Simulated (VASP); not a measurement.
# Mg3F2 (P-3m1) in VASP: notebook

Mg3F2 is run at these levels: PBE; tasks: single point, relaxation of cell and atoms.

Program: VASP 6.6.1. These are calculated values, not measurements. Logs are shortened: lines on timing, memory, paths and dates and some standing lists are left out, and cuts for length are marked.

**1. The cell of the first run**

Symmetry: P-3m1, No. 164, trigonal system. The conventional cell has a = 3.106 Å, b = 3.106 Å, c = 11.542 Å, α = 90.00°, β = 90.00°, γ = 120.00°. Mg (site symmetry -3m) has 6 F at 2.03 Å within 2.7 Å. Mg (site symmetry 3m) has 9 Mg at 3.11 to 3.39 Å and 1 F at 3.38 Å within 4.1 Å. Within 2.7 Å of F (site symmetry 3m) lie 3 Mg at 2.03 Å and 3 F at 2.61 Å.

**2. Single point, PBE**

INCAR

```
SYSTEM = Mg3F2
PREC = Accurate
ENCUT = 520
EDIFF = 1E-6
ISMEAR = 0
SIGMA = 0.1
LREAL = .False.
LASPH = .True.
NELM = 60
ALGO = Normal
ISIF = 2
LWAVE = .False.
LCHARG = .False.
GGA = PE
NBANDS = 18
```

KPOINTS

```
Automatic mesh
0
Gamma
  6 6 4
  0 0 0
```

POSCAR

```
Mg3F2
1.0
    3.1056756600      0.0000000000      0.0000000000
   -1.5528378300      2.6895940175      0.0000000000
    0.0000000000      0.0000000000     11.5418406203
Mg F
3 2
Direct
    0.0000000000      0.0000000000      0.0000000000
    0.3333333333      0.6666666667      0.6248577994
    0.6666666667      0.3333333333      0.3751422006
    0.3333333333      0.6666666667     -0.0819628310
    0.6666666667      0.3333333333      1.0819628310
```

Potentials or basis: VASP PAW PBE potentials, release 64 (Mg, F).

The run is started by

```
> cat potpaw_PBE.64/Mg/POTCAR potpaw_PBE.64/F/POTCAR > POTCAR
> mpirun -np 1 vasp_std > vasp.out
```

OUTCAR:

```text
SYSTEM = Mg3F2
   PREC = Accurate
   ENCUT = 520
   EDIFF = 1E-6
   ISMEAR = 0
   LREAL = .False.
   LASPH = .True.
   NELM = 60
   ISIF = 2
   GGA = PE

 ion  position               nearest neighbor table
   1  0.000  0.000  0.000-   4 2.03   5 2.03   5 2.03   4 2.03   5 2.03   4 2.03
   2  0.333  0.667  0.625-   3 3.39   3 3.39   3 3.39
   3  0.667  0.333  0.375-   2 3.39   2 3.39   2 3.39
   4  0.333  0.667  0.918-   1 2.03   1 2.03   1 2.03
   5  0.667  0.333  0.082-   1 2.03   1 2.03   1 2.03

  LATTYP: Found a hexagonal cell.
 ALAT       =     3.1056756600
 C/A-ratio  =     3.7163702472

  Lattice vectors:

 A1 = (   3.1056756600,   0.0000000000,   0.0000000000)
 A2 = (  -1.5528378300,   2.6895940175,   0.0000000000)
 A3 = (   0.0000000000,   0.0000000000,  11.5418406203)

Analysis of symmetry for initial positions (statically):
=====================================================================
 Subroutine PRICEL returns:
 Original cell was already a primitive cell.

 Routine SETGRP: Setting up the symmetry group for a
 hexagonal supercell.

 Subroutine GETGRP returns: Found 12 space group operations
 (whereof 12 operations were pure point group operations)
 out of a pool of 24 trial point group operations.

The static configuration has the point symmetry D_3d.

Analysis of symmetry for dynamics (positions and initial velocities):
=====================================================================
 Subroutine PRICEL returns:
 Original cell was already a primitive cell.

 Routine SETGRP: Setting up the symmetry group for a
 hexagonal supercell.

 Subroutine GETGRP returns: Found 12 space group operations
 (whereof 12 operations were pure point group operations)
 out of a pool of 24 trial point group operations.

The dynamic configuration has the point symmetry D_3d.

 Subroutine INISYM returns: Found 12 space group operations
 (whereof 12 operations are pure point group operations),
 and found     1 'primitive' translations

----------------------------------------------------------------------------------------

                                     Primitive cell

  volume of cell :      96.4091

  direct lattice vectors                    reciprocal lattice vectors
     3.105675660  0.000000000  0.000000000     0.321991125  0.185901663  0.000000000
    -1.552837830  2.689594018  0.000000000     0.000000000  0.371803326  0.000000000
     0.000000000  0.000000000 11.541840620     0.000000000  0.000000000  0.086641293

  length of vectors
     3.105675660  3.105675660 11.541840620     0.371803326  0.371803326  0.086641293

  position of ions in fractional coordinates (direct lattice)
     0.000000000  0.000000000  0.000000000
     0.333333333  0.666666667  0.624857799
     0.666666667  0.333333333  0.375142201
     0.333333333  0.666666667  0.918037169
     0.666666667  0.333333333  0.081962831

  ion indices of the primitive-cell ions
   primitive index   ion index
                 1           1
                 2           2
                 3           3
                 4           4
                 5           5

----------------------------------------------------------------------------------------

 KPOINTS: Automatic mesh

Automatic generation of k-mesh.
 Grid dimensions read from file:
 generate k-points for:    6    6    4

 Generating k-lattice:

  Cartesian coordinates                     Fractional coordinates (reciprocal lattice)
     0.053665188  0.030983610  0.000000000     0.166666667 -0.000000000  0.000000000
     0.000000000  0.061967221  0.000000000     0.000000000  0.166666667  0.000000000
     0.000000000  0.000000000  0.021660323     0.000000000  0.000000000  0.250000000

  Length of vectors
     0.061967221  0.061967221  0.021660323

  Shift w.r.t. Gamma in fractional coordinates (k-lattice)
     0.000000000  0.000000000  0.000000000

 Subroutine IBZKPT returns following result:
 ===========================================

 Found     24 irreducible k-points:

 Following reciprocal coordinates:
            Coordinates               Weight
  0.000000  0.000000  0.000000      1.000000
  0.166667 -0.000000  0.000000      6.000000
  0.333333 -0.000000  0.000000      6.000000
  0.500000 -0.000000  0.000000      3.000000
  0.166667  0.166667  0.000000      6.000000
  0.333333  0.166667  0.000000     12.000000
[... 16 lines left out ...]
  0.333333  0.166667  0.500000     12.000000
  0.333333  0.333333  0.500000      2.000000
   k-points           NKPTS =     24   k-points in BZ     NKDIM =     24   number of bands    NBANDS=     18
   number of dos      NEDOS =    301   number of ions     NIONS =      5
   total plane-waves  NPLWV =  51840
   dimension x,y,z NGX =    24 NGY =   24 NGZ =   90
   dimension x,y,z NGXF=    48 NGYF=   48 NGZF=  180
   ions per type =               3   2
   NGX,Y,Z   is equivalent  to a cutoff of  12.85, 12.85, 12.96 a.u.
   NGXF,Y,Z  is equivalent  to a cutoff of  25.69, 25.69, 25.93 a.u.
 SYSTEM =  Mg3F2
   PREC   = accura    normal or accurate (medium, high low for compatibility)
   ISTART =      0    job   : 0-new  1-cont  2-samecut
   ICHARG =      2    charge: 1-file 2-atom 10-const
   ISPIN  =      1    spin polarized calculation?
   LNONCOLLINEAR =      F non collinear calculations
   LSORBIT =      F    spin-orbit coupling
   LASPH  =      T    aspherical Exc in radial PAW
   ENCUT  =  520.0 eV  38.22 Ry    6.18 a.u.   5.77  5.77 21.46*2*pi/ulx,y,z
   NELM   =     60;   NELMIN=  2; NELMDL= -5     # of ELM steps
   EDIFF  = 0.1E-05   stopping-criterion for ELM
   LREAL  =      F    real-space projection
   EDIFFG = 0.1E-04   stopping-criterion for IOM
   NSW    =      0    number of steps for IOM
   IBRION =     -1    ionic relax: 0-MD 1-quasi-New 2-CG
   NFREE  =      0    steps in history (QN), initial steepest desc. (CG)
   ISIF   =      2    stress and relaxation
   ISYM   =      2    0-nonsym 1-usesym 2-fastsym
   POTIM  = 0.5000    time-step for ionic-motion
   TEBEG  =    0.0;   TEEND  =   0.0 temperature during run
   PSTRESS=    0.0 pullay stress
   NELECT =      20.0000    total number of electrons
   NUPDOWN=      -1.0000    fix difference up-down
   EMIN   =  10.00;   EMAX   =-10.00  energy-range for DOS
   EFERMI =   0.00;   METHOD = LEGACY
   ISMEAR =     0;   SIGMA  =   0.10  broadening in eV -4-tet -1-fermi 0-gaus
   EFERMI_NEDOS =   21; number of points for ismear=-14 and -15
   IALGO  =     38    algorithm
   IMIX   =      4    mixing-type and parameters
     AMIX     =   0.40;   BMIX     =  1.00
     AMIX_MAG =   1.60;   BMIX_MAG =  1.00
  volume/ion in A,a.u.               =      19.28       130.12
  Fermi-wavevector in a.u.,A,eV,Ry     =   0.969123  1.831377 12.778581  0.939199
  Thomas-Fermi vector in A             =   2.099149
   LORBIT       =      0    0 simple, 1 ext, 2 COOP (PROOUT), +10 PAW based schemes
   GGA     = PE    functional components
   LHFCALC =     F    Hartree Fock is set to
   AEXX    =    0.0000 exact exchange contribution
   IVDW    =     0    specifies the selected vdW correction
   LEPSILON=     F    determine dielectric tensor
   LRPA    =     F    only Hartree local field effects (RPA)
 non-spin polarized calculation
 Gauss-broadening in eV      SIGMA  =   0.10
  energy-cutoff  :      520.00
  volume of cell :       96.41
 maximum number of plane-waves:      2628
 NGX is ok and might be reduce to    24
   NGX = 11   NGY = 11   NGZ = 43

 number of electron      19.9999984 magnetization

 Free energy of the ion-electron system (eV)
  ---------------------------------------------------
  ext. energy  EPLUGINS =         0.00000000
  ---------------------------------------------------
  free energy    TOTEN  =       -17.84219142 eV

  energy without entropy =      -17.82615640  energy(sigma->0) =      -17.83417391

 E-fermi :   2.0890     XC(G=0):  -8.1088

 val. band max:        2.0388100774   @ k =  -0.1667   0.5000   0.2500
 cond. band min:       2.6517033826   @ k =   0.3333   0.3333   0.0000
 fundamental gap:      0.6128933053
 Fermi energy:         2.0889887089

 k-point     1 :       0.0000    0.0000    0.0000
  band No.  band energies     occupation
      1     -24.0480      2.00000
      2     -23.2387      2.00000
      3      -5.8973      2.00000
      4      -4.9074      2.00000
      5      -4.9074      2.00000
      6      -4.2745      2.00000
[... 10 lines left out ...]
     17      14.7815      0.00000
     18      14.7834      0.00000

 k-point     2 :       0.1667   -0.0000    0.0000
  band No.  band energies     occupation
      1     -23.9429      2.00000
      2     -23.2414      2.00000
      3      -5.8815      2.00000
      4      -5.4413      2.00000
      5      -5.0007      2.00000
      6      -4.6249      2.00000
[... 10 lines left out ...]
     17      11.5418      0.00000
     18      12.6900      0.00000

 k-point     3 :       0.3333   -0.0000    0.0000
  band No.  band energies     occupation
      1     -23.7009      2.00000
      2     -23.2734      2.00000
      3      -6.3447      2.00000
      4      -5.9737      2.00000
      5      -5.1747      2.00000
      6      -4.7090      2.00000
[... 10 lines left out ...]
     17      10.0922      0.00000
     18      11.1164      0.00000

 k-point     4 :       0.5000   -0.0000    0.0000
  band No.  band energies     occupation
      1     -23.5305      2.00000
      2     -23.3366      2.00000
      3      -6.7052      2.00000
      4      -6.1523      2.00000
      5      -5.2566      2.00000
      6      -4.4726      2.00000
[... 375 lines left out ...]
      4      -5.8650      2.00000
      5      -5.3193      2.00000
      6      -4.6399      2.00000
[... 10 lines left out ...]
     17       9.7540      0.00000
     18       9.9827      0.00000

 k-point    23 :       0.3333    0.1667    0.5000
  band No.  band energies     occupation
      1     -23.5472      2.00000
      2     -23.3195      2.00000
      3      -6.4797      2.00000
      4      -6.0797      2.00000
      5      -5.5603      2.00000
      6      -4.6991      2.00000
[... 10 lines left out ...]
     17       8.8226      0.00000
     18       9.9810      0.00000

 k-point    24 :       0.3333    0.3333    0.5000
  band No.  band energies     occupation
      1     -23.4060      2.00000
      2     -23.4060      2.00000
      3      -6.2588      2.00000
      4      -6.0495      2.00000
      5      -6.0495      2.00000
      6      -4.9398      2.00000
[... 10 lines left out ...]
     17       7.8815      0.00000
     18       9.4352      0.00000

------------------------ aborting loop because EDIFF is reached ----------------------------------------

  FORCE on cell =-STRESS in cart. coord.  units (eV):
  Direction    XX          YY          ZZ          XY          YZ          ZX
  --------------------------------------------------------------------------------------
  -------------------------------------------------------------------------------------
  Total       -0.2891578     -0.2891578      0.0163386     -0.0000000      0.0000000      0.0000000
  in kB       -4.8053784     -4.8053784      0.2715232     -0.0000000      0.0000000      0.0000000
  external PRESSURE =      -3.1130779 kB  Pullay stress =       0.0000000 kB

 VOLUME and BASIS-vectors are now :
 -----------------------------------------------------------------------------
  energy-cutoff  :      520.00
  volume of cell :       96.41
      direct lattice vectors                 reciprocal lattice vectors
     3.105675660  0.000000000  0.000000000     0.321991125  0.185901663  0.000000000
    -1.552837830  2.689594018  0.000000000     0.000000000  0.371803326  0.000000000
     0.000000000  0.000000000 11.541840620     0.000000000  0.000000000  0.086641293

 POSITION                                       TOTAL-FORCE (eV/Angst)
 -----------------------------------------------------------------------------------
      0.00000      0.00000      0.00000         0.000000      0.000000      0.000000
     -0.00000      1.79306      7.21201         0.000000     -0.000000      0.010621
      1.55284      0.89653      4.32983         0.000000      0.000000     -0.010621
     -0.00000      1.79306     10.59584        -0.000000      0.000000      0.053668
      1.55284      0.89653      0.94600        -0.000000      0.000000     -0.053668
 -----------------------------------------------------------------------------------
    total drift:                                0.000000      0.000000     -0.000000

  FREE ENERGIE OF THE ION-ELECTRON SYSTEM (eV)
  ---------------------------------------------------
  free  energy   TOTEN  =       -17.8421914178 eV

  energy  without entropy=      -17.8261564046  energy(sigma->0) =      -17.83417391
```

Run time: 25 s. Hardware: 1 thread of AMD EPYC 9R45 (Zen 5), shared host; peak memory 0.19 GiB.

What came out:

```yaml
Free_energy: -17.8422 eV
Pressure: -0.3 GPa
Largest_force: 0.054 eV/Å
Band_gap_on_the_k_mesh: zero (bands 10 and 11 overlap by 1.60 eV)
```

Forces in eV/Å, atoms in the order of the input:
```
Mg   0.000  0.000  0.000
Mg   0.000  0.000  0.011
Mg   0.000  0.000 -0.011
F    0.000  0.000  0.054
F    0.000  0.000 -0.054
```

Stress tensor (GPa, compression positive):
```
-0.48  0.00  0.00
 0.00 -0.48  0.00
 0.00  0.00  0.03
```

Caveat: the k points lie up to 0.39 Å⁻¹ apart, too coarse for converged energies and pressures of a metal.

(Continued in part 2 of 2.)
